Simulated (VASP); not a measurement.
Crystal: PtSe2.

```
Pt Se
1.0
     3.59650    0.00000    0.00000
    -1.79825    3.11466    0.00000
     0.00000    0.00000   11.25483
Pt Se
2 4
Cartesian
  0.0000 2.0764 2.8137
  1.7983 1.0382 8.4411
  1.7983 1.0382 4.2987
  1.7983 1.0382 1.3287
  0.0000 2.0764 9.9261
  0.0000 2.0764 6.9561
```

Base run:

| Quantity | Value |
| --- | --- |
| Program | VASP 6.6.1 |
| Functional | PBE |
| Potentials or basis | VASP PAW PBE potentials, release 64 (Pt, Se) |
| Cutoff | 520 eV |
| k mesh | 12 × 12 × 2 |
| Occupations | fermi-dirac, width 0.02 eV |
| Spin | no spin polarisation |

Its results: band gap on the k mesh zero (bands 22 and 23 overlap by 0.87 eV); pressure 3.4 GPa; largest force 0.231 eV/Å.

The run is repeated on the same cell with these changes: functional from PBE to r2SCAN. What comes out?

Band gap on the k mesh zero (bands 22 and 23 overlap by 0.84 eV); pressure 1.4 GPa; largest force 0.020 eV/Å.

Caveats: spin-orbit coupling is left out, which moves the levels of the heavy elements; the cell stands under pressure (at least some runs); the PAW data sets were made with another functional, which shifts forces and pressure a little (at least some runs).
